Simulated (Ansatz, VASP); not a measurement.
## Mo in VASP and in Ansatz

The input INCAR:

```
ALGO = Normal
EDIFF = 1E-6
ENCUT = 520
ISIF = 2
ISMEAR = -1
LASPH = T
LCHARG = F
LREAL = F
LWAVE = F
NBANDS = 13
NELM = 80
PREC = Accurate
SIGMA = 0.1
```

Contents of KPOINTS:

```
k-points
0
Gamma
  8 8 7
```

The input POSCAR:

```
Mo
1.0
    2.7355100000      0.0000000000      0.0000000000
   -1.3677600000      2.3690200000      0.0000000000
    0.0000000000      0.0000000000      2.5551800000
Mo
1
Direct
    0.0000000000      0.0000000000      0.5000000000
```

Input for Ansatz:

```yaml
crystal:
  lattice:
    - [2.73551, 0.0, 0.0]
    - [-1.36776, 2.36902, 0.0]
    - [0.0, 0.0, 2.55518]
  atoms:
    - { symbol: Mo, position: [0.0, 0.0, 0.5] }
kpoints:
  mp_grid:
    grid: [8, 8, 7]
    shift: [0.0, 0.0, 0.0]
hamiltonian:
  xc: lda
  pseudopotentials:
    kind: all_electron
    lapw: {}
scf:
  max_iter: 150
  occupations:
    method: fermi_dirac
    width: 0.1
output:
  forces: true
  stress: true
  eigenvalues: true
```

Alike in both runs: task single point; functional LDA; k mesh 8 × 8 × 7; occupations fermi-dirac, width 0.1 eV; no spin polarisation.

```csv
,VASP,Ansatz
version,VASP 6.6.1,Ansatz 0.2.0
potentials or method,"VASP PAW LDA potentials, release 64 (Mo_sv), cutoff 520 eV",all-electron (LAPW or listed datasets)
```

VASP gave:

* gap on the k mesh at the Fermi level (eV): none
* pressure (GPa): -7.9
* traceless stress, the component that is largest in VASP (GPa): -8.63

Q: Which values does Ansatz return?

A: gap on the k mesh at the Fermi level (eV): none; pressure (GPa): -8.7; traceless stress, the component that is largest in VASP (GPa): -8.64.

LDA's correlation is that of Perdew and Zunger in VASP and of Perdew and Wang (1992) in Ansatz. A gap of «none» marks a metal or a gap that the smearing closes. Ansatz ran all-electron here, and VASP with PAW potentials.
